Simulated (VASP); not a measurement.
Here is a VASP 6.6.1 calculation.

File POSCAR:

```
Pd
1.0
    0.0000000000      1.9567730079      1.9567730079
    1.9567730079      0.0000000000      1.9567730079
    1.9567730079      1.9567730079      0.0000000000
Pd
1
Direct
    0.0000000000      0.0000000000      0.0000000000
```

The input INCAR.step1:

```
SYSTEM = Pd
PREC = Accurate
ENCUT = 520
ISMEAR = 0
SIGMA = 0.3
LREAL = .FALSE.
LASPH = .TRUE.
NELM = 150
ISPIN = 2
MAGMOM = 0.436
LMAXMIX = 4
NBANDS = 15
GGA = PE
ALGO = Normal
EDIFF = 1E-4
LWAVE = .TRUE.
LCHARG = .FALSE.
```

The input INCAR.step2:

```
SYSTEM = Pd
PREC = Accurate
ENCUT = 520
EDIFF = 1E-6
ISMEAR = 0
SIGMA = 0.3
LREAL = .FALSE.
LASPH = .TRUE.
NELM = 150
ALGO = Normal
ISIF = 2
LWAVE = .FALSE.
LCHARG = .FALSE.
ISPIN = 2
MAGMOM = 0.436
LORBIT = 11
LMAXMIX = 4
METAGGA = R2SCAN
LMIXTAU = .TRUE.
NBANDS = 15
ISTART = 1
```

KPOINTS

```
Automatic mesh
0
G
  14 14 14
  0 0 0
```

Potentials or basis: VASP PAW PBE potentials, release 64 (Pd).

Run with:

```bash
$ cat potpaw_PBE.64/Pd/POTCAR > POTCAR
$ cp INCAR.step1 INCAR
$ mpirun -np 1 vasp_std > vasp.out
$ cp INCAR.step2 INCAR
$ mpirun -np 1 vasp_std > vasp.out
```

(1) Predict the net moment.

(2) Estimate the pressure.

Results:

(1) 0.00 μB per cell.

(2) 0.5 GPa.

Caveat: the PAW data sets were made with another functional, which shifts forces and pressure a little.
